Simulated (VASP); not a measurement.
# Ir (Fm-3m) in VASP: notebook, part 2 of 2

VASP 6.6.1. Earlier steps stand in the parts before.

**4. Single point, PBE, collinear spin, ferromagnetic start (volume scaled by 0.88)**

INCAR reads:

```
PREC = Accurate ; ENCUT = 520
EDIFF = 1E-6 ; ISMEAR = -1
SIGMA = 0.05 ; LREAL = F
LASPH = T ; NELM = 150
ALGO = Normal ; ISIF = 2
LWAVE = F ; LCHARG = T
ISPIN = 2 ; MAGMOM = 1
LORBIT = 11 ; LMAXMIX = 4
GGA = PE ; LELF = T
LVHAR = T ; NBANDS = 14
```

KPOINTS reads:

```
Automatic mesh
0
Gamma
  23 23 23
```

POSCAR reads:

```
Ir
1.0
    0.0000000000      1.8549803266      1.8549803266
    1.8549803266      0.0000000000      1.8549803266
    1.8549803266      1.8549803266      0.0000000000
Ir
1
Direct
    0.0000000000      0.0000000000      0.0000000000
```

Potentials or basis: VASP PAW PBE potentials, release 64 (Ir).

Launch:

```bash
$ cat potpaw_PBE.64/Ir/POTCAR > POTCAR
$ mpirun -np 1 vasp_std > vasp.out
```

OUTCAR:

```text
PREC = Accurate
   ENCUT = 520
   EDIFF = 1E-6
   ISMEAR = -1
   LREAL = F
   LASPH = T
   NELM = 150
   ISIF = 2
   ISPIN = 2
   LORBIT = 11
   GGA = PE

 ion  position               nearest neighbor table
   1  0.000  0.000  0.000-

  LATTYP: Found a face centered cubic cell.
 ALAT       =     3.7099606532

  Lattice vectors:

 A1 = (   0.0000000000,   1.8549803266,   1.8549803266)
 A2 = (   1.8549803266,   0.0000000000,   1.8549803266)
 A3 = (   1.8549803266,   1.8549803266,   0.0000000000)

Analysis of symmetry for initial positions (statically):
=====================================================================
 Subroutine PRICEL returns:
 Original cell was already a primitive cell.

 Routine SETGRP: Setting up the symmetry group for a
 face centered cubic supercell.

 Subroutine GETGRP returns: Found 48 space group operations
 (whereof 48 operations were pure point group operations)
 out of a pool of 48 trial point group operations.

The static configuration has the point symmetry O_h .

Analysis of symmetry for dynamics (positions and initial velocities):
=====================================================================
 Subroutine PRICEL returns:
 Original cell was already a primitive cell.

 Routine SETGRP: Setting up the symmetry group for a
 face centered cubic supercell.

 Subroutine GETGRP returns: Found 48 space group operations
 (whereof 48 operations were pure point group operations)
 out of a pool of 48 trial point group operations.

The dynamic configuration has the point symmetry O_h .

Analysis of structural, dynamic, and magnetic symmetry:
=====================================================================
 Subroutine PRICEL returns:
 Original cell was already a primitive cell.

 Routine SETGRP: Setting up the symmetry group for a
 face centered cubic supercell.

 Subroutine GETGRP returns: Found 48 space group operations
 (whereof 48 operations were pure point group operations)
 out of a pool of 48 trial point group operations.

The overall configuration has the point symmetry O_h .

 Subroutine INISYM returns: Found 48 space group operations
 (whereof 48 operations are pure point group operations),
 and found     1 'primitive' translations

[... 155 lines left out ...]
      4       7.7436      1.00000
      5      10.9089      1.00000
      6      10.9089      1.00000
      7      26.3506      0.00000
      8      32.5707      0.00000
      9      32.5707      0.00000
     10      32.5707      0.00000
     11      37.6881      0.00000
     12      44.2965      0.00000
     13      44.2965      0.00000
     14      44.2965      0.00000
[... 379 lines left out ...]
      3       7.6715      1.00000
      4      10.8951      1.00000
      5      13.3445      0.00000
      6      13.8415      0.00000
      7      20.6534      0.00000
      8      26.1013      0.00000
      9      32.7869      0.00000
     10      32.9856      0.00000
     11      43.7498      0.00000
     12      43.9199      0.00000
     13      44.4943      0.00000
     14      44.5037      0.00000

 [... further k-points ...]

 spin component 2

 k-point     1 :       0.0000    0.0000    0.0000
  band No.  band energies     occupation
      1       0.0236      1.00000
      2       7.7436      1.00000
      3       7.7436      1.00000
      4       7.7436      1.00000
      5      10.9088      1.00000
      6      10.9088      1.00000
      7      26.3506      0.00000
      8      32.5707      0.00000
      9      32.5707      0.00000
     10      32.5707      0.00000
     11      37.6880      0.00000
     12      44.2965      0.00000
     13      44.2965      0.00000
     14      44.2965      0.00000
[... 379 lines left out ...]
      3       7.6715      1.00000
      4      10.8950      1.00000
      5      13.3445      0.00000
      6      13.8414      0.00000
      7      20.6534      0.00000
      8      26.1013      0.00000
      9      32.7870      0.00000
     10      32.9857      0.00000
     11      43.7498      0.00000
     12      43.9199      0.00000
     13      44.4944      0.00000
     14      44.5002      0.00000

 [... further k-points ...]
[... 5 lines left out ...]
  --------------------------------------------------------------------------------------
  -------------------------------------------------------------------------------------
  Total        4.9722874      4.9722874      4.9722874      0.0000000      0.0000000      0.0000000
  in kB      624.0492749    624.0492749    624.0492749      0.0000000      0.0000000      0.0000000
  external PRESSURE =     624.0492749 kB  Pullay stress =       0.0000000 kB

 VOLUME and BASIS-vectors are now :
 -----------------------------------------------------------------------------
  energy-cutoff  :      520.00
  volume of cell :       12.77
      direct lattice vectors                 reciprocal lattice vectors
     0.000000000  1.854980327  1.854980327    -0.269544638  0.269544638  0.269544638
     1.854980327  0.000000000  1.854980327     0.269544638 -0.269544638  0.269544638
     1.854980327  1.854980327  0.000000000     0.269544638  0.269544638 -0.269544638

 POSITION                                       TOTAL-FORCE (eV/Angst)
 -----------------------------------------------------------------------------------
      0.00000      0.00000      0.00000        -0.000000     -0.000000     -0.000000
 -----------------------------------------------------------------------------------
    total drift:                                0.000000     -0.000000     -0.000000

  FREE ENERGIE OF THE ION-ELECTRON SYSTEM (eV)
  ---------------------------------------------------
  free  energy   TOTEN  =        -8.5558127444 eV

  energy  without entropy=       -8.5504548261  energy(sigma->0) =       -8.55313379

 total charge

# of ion       s       p       d       tot
------------------------------------------
    1        0.741   0.894   7.162   8.797

 magnetization (x)

# of ion       s       p       d       tot
------------------------------------------
    1       -0.000  -0.000   0.000   0.000
```

stdout:

```text
POSCAR found type information on POSCAR Ir
 POSCAR found :  1 types and       1 ions
 scaLAPACK will be used
 LDA part: xc-table for (Slater+PW92), standard interpolation
 POSCAR, INCAR and KPOINTS ok, starting setup
 FFT: planning ... GRIDC
 FFT: planning ... GRID_SOFT
 FFT: planning ... GRID
 WAVECAR not read
 entering main loop
```

Run time: 90 s. Hardware: 1 thread of Intel Xeon 6975P-C, shared host; peak memory 0.22 GiB.

Results:

- Free energy: -8.5558 eV
- Pressure: 62.4 GPa
- Net moment: 0.00 μB per cell
- Valence electrons inside the program's atomic spheres: Ir 8.80

Levels at points of the mesh, in eV from the Fermi level:
Spin up:
```
           k point  band 1  band 2  band 3  band 4  band 5  band 6  band 7  band 8
(0.00, 0.00, 0.00)  -12.25   -4.53   -4.53   -4.53   -1.36   -1.36   14.08   20.30
```
Spin down:
| k point | band 2 | band 3 | band 4 | band 5 | band 6 | band 7 |
| --- | --- | --- | --- | --- | --- | --- |
| (0.00, 0.00, 0.00) | -4.53 | -4.53 | -4.53 | -1.36 | -1.36 | 14.08 |

Caveat: spin-orbit coupling is left out, which moves the levels of the heavy elements.

**5. Single point, PBE, collinear spin, ferromagnetic start (volume scaled by 0.92)**

INCAR reads:

```
ALGO = Normal
EDIFF = 1E-7
ENCUT = 520
GGA = PE
ISIF = 2
ISMEAR = -1
ISPIN = 2
LASPH = True
LCHARG = True
LELF = True
LMAXMIX = 4
LORBIT = 11
LREAL = False
LVHAR = True
LWAVE = False
MAGMOM = 1
NBANDS = 14
NELM = 150
PREC = Accurate
SIGMA = 0.05
```

KPOINTS reads:

```
k-points
0
Gamma
  23 23 23
```

POSCAR reads:

```
Ir
1.0
    0.0000000000      1.8826706826      1.8826706826
    1.8826706826      0.0000000000      1.8826706826
    1.8826706826      1.8826706826      0.0000000000
Ir
1
Direct
    0.0000000000      0.0000000000      0.0000000000
```

Launch:

```bash
$ cat potpaw_PBE.64/Ir/POTCAR > POTCAR
$ mpirun -np 1 vasp_std > vasp.out
```

Run time: 1.7 min. Hardware: 1 thread of Intel Xeon 6975P-C, shared host; peak memory 0.22 GiB.

It converged, with:

| Item | Value |
| --- | --- |
| Free energy | -8.7332 eV |
| Pressure | 36.5 GPa |
| Net moment | 0.00 μB per cell |
| Valence electrons inside the program's atomic spheres | Ir 8.62 |

Levels at points of the mesh, in eV from the Fermi level:
Spin up:
```csv
k point,band 1,band 2,band 3,band 4,band 5,band 6,band 7,band 8,band 9
"(0.00, 0.00, 0.00)",-11.74,-4.23,-4.23,-4.23,-1.28,-1.28,14.21,20.15,20.15
```
Spin down:
| k point | band 1 | band 2 | band 3 | band 4 | band 5 | band 6 | band 7 | band 8 | band 9 |
| --- | --- | --- | --- | --- | --- | --- | --- | --- | --- |
| (0.00, 0.00, 0.00) | -11.74 | -4.23 | -4.23 | -4.23 | -1.28 | -1.28 | 14.21 | 20.15 | 20.15 |

Caveat: spin-orbit coupling is left out, which moves the levels of the heavy elements.

**6. Single point, PBE, collinear spin, ferromagnetic start (volume scaled by 0.96)**

INCAR reads:

```
SYSTEM = Ir
PREC = Accurate ; ENCUT = 520
EDIFF = 1E-7 ; ISMEAR = -1
SIGMA = 0.05 ; LREAL = .FALSE.
LASPH = .TRUE. ; NELM = 150
ALGO = Normal ; ISIF = 2
LWAVE = .FALSE. ; LCHARG = .FALSE.
ISPIN = 2 ; MAGMOM = 1
LORBIT = 11 ; LMAXMIX = 4
GGA = PE ; NBANDS = 14
```

KPOINTS reads:

```
regular mesh
0
G
  23 23 23
  0 0 0
```

POSCAR reads:

```
Ir
1.0
    0.0000000000      1.9095696122      1.9095696122
    1.9095696122      0.0000000000      1.9095696122
    1.9095696122      1.9095696122      0.0000000000
Ir
1
Direct
    0.0000000000      0.0000000000      0.0000000000
```

Potentials or basis: VASP PAW PBE potentials, release 64 (Ir).

Launch:

```bash
$ cat potpaw_PBE.64/Ir/POTCAR > POTCAR
$ mpirun -np 1 vasp_std > vasp.out
```

Wall time 85 s (1 thread of Intel Xeon 6975P-C, shared host); peak memory 0.22 GiB.

Results (log left out):

- Free energy: -8.8273 eV
- Pressure: 16.2 GPa
- Net moment: 0.00 μB per cell
- Valence electrons inside the program's atomic spheres: Ir 8.46

Levels at points of the mesh, in eV from the Fermi level:
Spin up:
| k point | band 2 | band 3 | band 4 | band 5 | band 6 | band 7 |
| --- | --- | --- | --- | --- | --- | --- |
| (0.00, 0.00, 0.00) | -3.96 | -3.96 | -3.96 | -1.20 | -1.20 | 14.32 |
Spin down:
```tsv
k point	band 1	band 2	band 3	band 4	band 5	band 6	band 7	band 8	band 9
(0.00, 0.00, 0.00)	-11.27	-3.96	-3.96	-3.96	-1.20	-1.20	14.32	20.00	20.00
```

Caveat: spin-orbit coupling is left out, which moves the levels of the heavy elements.

**7. Summary**

```csv
task,cell,k mesh,cutoff (eV),gap on the mesh (eV),pressure (GPa),moment (μB)
single point,"a = 2.738 Å, angles 60.0°, 1 atom",14 × 14 × 14,520,none,0.5,0.00
relaxation of cell and atoms,"relaxed from a = 2.715 Å, angles 60.0°, 1 atom",14 × 14 × 14,600,none,0.0,0.00
single point,"a = 2.623 Å, angles 60.0°, 1 atom",23 × 23 × 23,520,none,62.4,0.00
single point,"a = 2.662 Å, angles 60.0°, 1 atom",23 × 23 × 23,520,none,36.5,0.00
single point,"a = 2.701 Å, angles 60.0°, 1 atom",23 × 23 × 23,520,none,16.2,0.00
```

Alike in all rows: level PBE; potentials or basis VASP PAW PBE potentials, release 64 (Ir); spin collinear, ferromagnetic start; smearing fermi-dirac 0.05 eV.

Caveats: spin-orbit coupling is left out, which moves the levels of the heavy elements.

Absolute energies hang on the potentials; compare differences alone.
